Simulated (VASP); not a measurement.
# EuFe3 (Pm-3m) in VASP: a series of runs, part 2 of 2

VASP 6.6.1.

## (4) Single point, PBE, collinear spin, ferrimagnetic start (15.25 Å³/atom)

This run uses another cell than the first one, of 15.25 Å³/atom.

INCAR reads:

```
PREC = Accurate
ENCUT = 520
EDIFF = 1E-6
ISMEAR = 0
SIGMA = 0.05
LREAL = F
LASPH = T
NELM = 150
ALGO = Normal
ISIF = 2
LWAVE = F
LCHARG = T
ISPIN = 2
MAGMOM = 7.15 -2.71 -2.71 -2.71
LORBIT = 11
LMAXMIX = 6
GGA = PE
LELF = T
LVHAR = T
NBANDS = 32
```

KPOINTS reads:

```
Automatic mesh
0
Gamma
  8 8 8
```

POSCAR reads:

```
EuFe3
1.0
    3.9362412790      0.0000000000      0.0000000000
    0.0000000000      3.9362412790      0.0000000000
    0.0000000000      0.0000000000      3.9362412790
Eu Fe
1 3
Direct
    0.0000000000      0.0000000000      0.0000000000
    0.0000000000      0.5000000000      0.5000000000
    0.5000000000      0.5000000000      0.0000000000
    0.5000000000      0.0000000000      0.5000000000
```

Potentials or basis: VASP PAW PBE potentials, release 64 (Eu, Fe).

Run with:

```sh
cat potpaw_PBE.64/Eu/POTCAR potpaw_PBE.64/Fe/POTCAR > POTCAR
mpirun -np 1 vasp_std > vasp.out
```

OUTCAR:

```text
PREC = Accurate
   ENCUT = 520
   EDIFF = 1E-6
   ISMEAR = 0
   LREAL = F
   LASPH = T
   NELM = 150
   ISIF = 2
   ISPIN = 2
   LORBIT = 11
   GGA = PE

 ion  position               nearest neighbor table
   1  0.000  0.000  0.000-   2 2.78   3 2.78   4 2.78   2 2.78   4 2.78   2 2.78   3 2.78   2 2.78
                             3 2.78   4 2.78   4 2.78   3 2.78
   2  0.000  0.500  0.500-   1 2.78   3 2.78   4 2.78   1 2.78   3 2.78   1 2.78   4 2.78   1 2.78
                             3 2.78   4 2.78   3 2.78   4 2.78
   3  0.500  0.500  0.000-   1 2.78   2 2.78   4 2.78   2 2.78   4 2.78   1 2.78   4 2.78   4 2.78
                             1 2.78   2 2.78   2 2.78   1 2.78
   4  0.500  0.000  0.500-   1 2.78   2 2.78   3 2.78   1 2.78   3 2.78   2 2.78   3 2.78   3 2.78
                             1 2.78   2 2.78   1 2.78   2 2.78

  LATTYP: Found a simple cubic cell.
 ALAT       =     3.9362412790

  Lattice vectors:

 A1 = (   3.9362412790,   0.0000000000,   0.0000000000)
 A2 = (   0.0000000000,   3.9362412790,   0.0000000000)
 A3 = (   0.0000000000,   0.0000000000,   3.9362412790)

Analysis of symmetry for initial positions (statically):
=====================================================================
 Subroutine PRICEL returns:
 Original cell was already a primitive cell.

 Routine SETGRP: Setting up the symmetry group for a
 simple cubic supercell.

 Subroutine GETGRP returns: Found 48 space group operations
 (whereof 48 operations were pure point group operations)
 out of a pool of 48 trial point group operations.

The static configuration has the point symmetry O_h .

Analysis of symmetry for dynamics (positions and initial velocities):
=====================================================================
 Subroutine PRICEL returns:
 Original cell was already a primitive cell.

 Routine SETGRP: Setting up the symmetry group for a
 simple cubic supercell.

 Subroutine GETGRP returns: Found 48 space group operations
 (whereof 48 operations were pure point group operations)
 out of a pool of 48 trial point group operations.

The dynamic configuration has the point symmetry O_h .

Analysis of structural, dynamic, and magnetic symmetry:
=====================================================================
 Subroutine PRICEL returns:
 Original cell was already a primitive cell.

 Routine SETGRP: Setting up the symmetry group for a
 simple cubic supercell.

 Subroutine GETGRP returns: Found 48 space group operations
 (whereof 48 operations were pure point group operations)
 out of a pool of 48 trial point group operations.

The overall configuration has the point symmetry O_h .

 Subroutine INISYM returns: Found 48 space group operations
 (whereof 48 operations are pure point group operations),
 and found     1 'primitive' translations

----------------------------------------------------------------------------------------

                                     Primitive cell

  volume of cell :      60.9881

  direct lattice vectors                    reciprocal lattice vectors
     3.936241279  0.000000000  0.000000000     0.254049467  0.000000000  0.000000000
     0.000000000  3.936241279  0.000000000     0.000000000  0.254049467  0.000000000
[... 93 lines left out ...]
   IBRION =     -1    ionic relax: 0-MD 1-quasi-New 2-CG
   NFREE  =      0    steps in history (QN), initial steepest desc. (CG)
   ISIF   =      2    stress and relaxation
   ISYM   =      2    0-nonsym 1-usesym 2-fastsym
   POTIM  = 0.5000    time-step for ionic-motion
   TEBEG  =    0.0;   TEEND  =   0.0 temperature during run
   PSTRESS=    0.0 pullay stress
   NELECT =      41.0000    total number of electrons
   NUPDOWN=      -1.0000    fix difference up-down
   EMIN   =  10.00;   EMAX   =-10.00  energy-range for DOS
   EFERMI =   0.00;   METHOD = LEGACY
   ISMEAR =     0;   SIGMA  =   0.05  broadening in eV -4-tet -1-fermi 0-gaus
   EFERMI_NEDOS =   21; number of points for ismear=-14 and -15
   IALGO  =     38    algorithm
   IMIX   =      4    mixing-type and parameters
     AMIX     =   0.40;   BMIX     =  1.00
     AMIX_MAG =   1.60;   BMIX_MAG =  1.00
  volume/ion in A,a.u.               =      15.25       102.89
  Fermi-wavevector in a.u.,A,eV,Ry     =   1.434127  2.710108 27.983394  2.056721
  Thomas-Fermi vector in A             =   2.553570
   LORBIT       =     11    0 simple, 1 ext, 2 COOP (PROOUT), +10 PAW based schemes
   GGA     = PE    functional components
   LHFCALC =     F    Hartree Fock is set to
   AEXX    =    0.0000 exact exchange contribution
   IVDW    =     0    specifies the selected vdW correction
   LEPSILON=     F    determine dielectric tensor
   LRPA    =     F    only Hartree local field effects (RPA)
 spin polarized calculation
 Gauss-broadening in eV      SIGMA  =   0.05
  energy-cutoff  :      520.00
  volume of cell :       60.99
 maximum number of plane-waves:      1671
 NGX is ok and might be reduce to    30
   NGX = 15   NGY = 15   NGZ = 15

 number of electron      40.9999997 magnetization       0.0881524

 number of electron      40.9999997 magnetization      -0.2804830

 Free energy of the ion-electron system (eV)
  ---------------------------------------------------
  ext. energy  EPLUGINS =         0.00000000
  ---------------------------------------------------
  free energy    TOTEN  =       -34.24391129 eV

  energy without entropy =      -34.23343975  energy(sigma->0) =      -34.23867552

 E-fermi :   4.8959     XC(G=0): -12.1919

 val. band max:        4.8945393396   @ k =   0.5000   0.3750   0.2500
 cond. band min:       4.9044225013   @ k =   0.2500   0.2500   0.1250
 fundamental gap:      0.0098831616
 Fermi energy:         4.8959235763

 spin component 1

 k-point     1 :       0.0000    0.0000    0.0000
  band No.  band energies     occupation
      1     -36.0148      1.00000
      2     -14.7219      1.00000
      3     -14.7219      1.00000
      4     -14.7219      1.00000
      5      -1.8527      1.00000
      6       1.4193      1.00000
[... 829 lines left out ...]
     31       8.1379      0.00000
     32       8.4134      0.00000

 [... further k-points ...]

 spin component 2

 k-point     1 :       0.0000    0.0000    0.0000
  band No.  band energies     occupation
      1     -33.0365      1.00000
      2     -12.5322      1.00000
      3     -12.5322      1.00000
      4     -12.5322      1.00000
      5      -1.7961      1.00000
      6       0.5500      1.00000
[... 829 lines left out ...]
     31       8.9636      0.00000
     32       9.0609      0.00000

 [... further k-points ...]

------------------------ aborting loop because EDIFF is reached ----------------------------------------

  FORCE on cell =-STRESS in cart. coord.  units (eV):
  Direction    XX          YY          ZZ          XY          YZ          ZX
  --------------------------------------------------------------------------------------
  -------------------------------------------------------------------------------------
  Total        0.7232759      0.7232759      0.7232759     -0.0000000      0.0000000     -0.0000000
  in kB       19.0006925     19.0006925     19.0006925     -0.0000000      0.0000000     -0.0000000
  external PRESSURE =      19.0006925 kB  Pullay stress =       0.0000000 kB

 VOLUME and BASIS-vectors are now :
 -----------------------------------------------------------------------------
  energy-cutoff  :      520.00
  volume of cell :       60.99
      direct lattice vectors                 reciprocal lattice vectors
     3.936241279  0.000000000  0.000000000     0.254049467  0.000000000  0.000000000
     0.000000000  3.936241279  0.000000000     0.000000000  0.254049467  0.000000000
     0.000000000  0.000000000  3.936241279     0.000000000  0.000000000  0.254049467

 POSITION                                       TOTAL-FORCE (eV/Angst)
 -----------------------------------------------------------------------------------
      0.00000      0.00000      0.00000         0.000000      0.000000      0.000000
      0.00000      1.96812      1.96812         0.000000      0.000000      0.000000
      1.96812      1.96812      0.00000         0.000000      0.000000      0.000000
      1.96812      0.00000      1.96812         0.000000      0.000000      0.000000
 -----------------------------------------------------------------------------------
    total drift:                                0.000000      0.000000     -0.000000

  FREE ENERGIE OF THE ION-ELECTRON SYSTEM (eV)
  ---------------------------------------------------
  free  energy   TOTEN  =       -34.2439112926 eV

  energy  without entropy=      -34.2334397547  energy(sigma->0) =      -34.23867552

 total charge

# of ion       s       p       d       f       tot
--------------------------------------------------
    1        2.109   5.700   0.835   6.364  15.008
    2        0.452   0.350   6.223   0.000   7.026
    3        0.452   0.350   6.223   0.000   7.026
    4        0.452   0.350   6.223   0.000   7.026
--------------------------------------------------
tot          3.466   6.750  19.505   6.364  36.085

 magnetization (x)

# of ion       s       p       d       f       tot
--------------------------------------------------
    1        0.012  -0.072   0.286   6.247   6.474
    2        0.011   0.039  -2.448   0.000  -2.398
    3        0.011   0.039  -2.448   0.000  -2.398
    4        0.011   0.039  -2.448   0.000  -2.398
--------------------------------------------------
tot          0.045   0.046  -7.058   6.247  -0.720
```

Wall time 21 min (1 thread of Intel Xeon Platinum 8259CL at 2.50GHz (Skylake/Cascade Lake), shared host); peak memory 0.28 GiB.

Results:

| Property | Result |
| --- | --- |
| Free energy | -34.2439 eV |
| Pressure | 1.9 GPa |
| Net moment | -0.28 μB per cell |
| Site moments | Eu +6.47; Fe -2.40 μB |
| Valence electrons inside the program's atomic spheres | Eu 15.01; Fe 7.03 |

Caveat: spin-orbit coupling is left out, which moves the levels of the heavy elements; semilocal functionals describe open f shells poorly, which spoils levels, moments and volumes. The state reached can hang on the start; a lower one may exist.

## (5) Single point, PBE, collinear spin, ferrimagnetic start

This run uses another cell than the first one, of 15.56 Å³/atom.

INCAR reads:

```
SYSTEM = EuFe3
ALGO = Normal
EDIFF = 1E-7
ENCUT = 520
GGA = PE
ISIF = 2
ISMEAR = 0
ISPIN = 2
LASPH = .True.
LCHARG = .True.
LELF = .True.
LMAXMIX = 6
LORBIT = 11
LREAL = .False.
LVHAR = .True.
LWAVE = .False.
MAGMOM = 7 -2.5 -2.5 -2.5
NBANDS = 32
NELM = 150
PREC = Accurate
SIGMA = 0.05
```

KPOINTS reads:

```
k-points
0
Gamma
  8 8 8
  0 0 0
```

POSCAR reads:

```
EuFe3
1.0
    3.9628383107      0.0000000000      0.0000000000
    0.0000000000      3.9628383107      0.0000000000
    0.0000000000      0.0000000000      3.9628383107
Eu Fe
1 3
Direct
    0.0000000000      0.0000000000      0.0000000000
    0.0000000000      0.5000000000      0.5000000000
    0.5000000000      0.5000000000      0.0000000000
    0.5000000000      0.0000000000      0.5000000000
```

Run with:

```sh
cat potpaw_PBE.64/Eu/POTCAR potpaw_PBE.64/Fe/POTCAR > POTCAR
mpirun -np 1 vasp_std > vasp.out
```

Run time: 15 min. Hardware: 1 thread of Intel Xeon Platinum 8259CL at 2.50GHz (Skylake/Cascade Lake), shared host; peak memory 0.28 GiB.

The run converged. Its results:

```yaml
Free_energy: -34.2514 eV
Pressure: 0.0 GPa
Net_moment: -0.31 μB per cell
Site_moments: Eu +6.48; Fe -2.42 μB
Valence_electrons_inside_the_program's_atomic_spheres: Eu 14.98; Fe 7.00
```

Levels at points of the mesh, in eV from the Fermi level:
Spin up:
| k point | band 17 | band 18 | band 19 | band 20 | band 21 | band 22 | band 23 | band 24 | band 25 | band 26 |
| --- | --- | --- | --- | --- | --- | --- | --- | --- | --- | --- |
| (0.00, 0.00, 0.00) | -0.74 | -0.72 | -0.05 | -0.05 | -0.05 | 1.22 | 1.23 | 1.47 | 1.56 | 1.56 |
| (0.50, 0.00, 0.00) | -0.86 | -0.51 | -0.36 | -0.21 | -0.21 | 0.51 | 0.59 | 0.73 | 0.73 | 0.79 |
| (0.50, 0.50, 0.00) | -0.72 | -0.42 | -0.28 | -0.25 | -0.08 | -0.08 | -0.06 | 0.29 | 0.70 | 0.78 |
| (0.50, 0.50, 0.50) | -0.36 | -0.36 | 0.17 | 0.17 | 0.20 | 0.20 | 0.20 | 0.20 | 1.43 | 1.43 |
Spin down:
```tsv
k point	band 18	band 19	band 20	band 21	band 22	band 23	band 24	band 25
(0.00, 0.00, 0.00)	-0.78	-0.78	-0.78	2.69	2.69	2.69	2.85	2.85
(0.50, 0.00, 0.00)	-1.77	-1.77	-1.51	-0.78	2.11	2.11	2.47	3.58
(0.50, 0.50, 0.00)	-2.05	-1.84	-1.50	-0.93	1.20	1.20	3.30	3.30
(0.50, 0.50, 0.50)	-1.01	-1.01	-0.73	1.58	1.58	1.58	2.35	2.35
```

Caveat: spin-orbit coupling is left out, which moves the levels of the heavy elements; semilocal functionals describe open f shells poorly, which spoils levels, moments and volumes.

## (6) The runs side by side

```tsv
cell	gap on the mesh (eV)	pressure (GPa)	moment (μB)
a = 3.889 Å, 4 atoms	none	6.0	0.25
a = 3.909 Å, 4 atoms	none	4.2	0.26
a = 3.936 Å, 4 atoms	none	1.9	0.28
a = 3.963 Å, 4 atoms	none	0.0	0.31
```

Alike in all rows: task single point; level PBE; potentials or basis VASP PAW PBE potentials, release 64 (Eu, Fe); spin collinear, ferrimagnetic start; k mesh 8 × 8 × 8; cutoff (eV) 520; smearing gaussian 0.05 eV.

Caveats: spin-orbit coupling is left out, which moves the levels of the heavy elements; semilocal functionals describe open f shells poorly, which spoils levels, moments and volumes; the cell stands under pressure (at least some runs).

Total energies depend on the potentials used, so only differences within one code and one set of settings carry meaning.
